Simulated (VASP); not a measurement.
## Y: single point with PBEsol

Crystal: Y.

```
Y
1.0
     0.00000    2.31371    2.31371
     2.31371    0.00000    2.31371
     2.31371    2.31371    0.00000
Y
1
Direct
  0.00000 0.00000 0.00000
```

This cell differs from its parent crystal: volume scaled by 0.8.

```yaml
Program: VASP 6.6.1
Task: single point
Functional: PBEsol
Potentials_or_basis: VASP PAW PBE potentials, release 64 (Y_sv)
Cutoff: 520 eV
k_mesh: 13 × 13 × 13
Occupations: fermi-dirac, width 0.1 eV
Spin: no spin polarisation
Dipole_correction: no
Further_INCAR_settings: ALGO = Normal; EDIFF = 1e-06; NBANDS = 12
```

| Quantity | Value |
| --- | --- |
| Pressure | 12.7 GPa |

Levels at points of the mesh, in eV from the Fermi level:
| k point | band 2 | band 3 | band 4 | band 5 | band 6 | band 7 | band 8 | band 9 |
| --- | --- | --- | --- | --- | --- | --- | --- | --- |
| (0.00, 0.00, 0.00) | -21.40 | -21.40 | -21.40 | -5.04 | 2.05 | 2.05 | 2.05 | 4.84 |

Wall time 8.7 s on 1 thread of Intel(R) Xeon(R) 6975P-C (Granite Rapids), on a shared host, peak memory 0.16 GiB.

Caveat: the PAW data sets were made with another functional, which shifts forces and pressure a little.
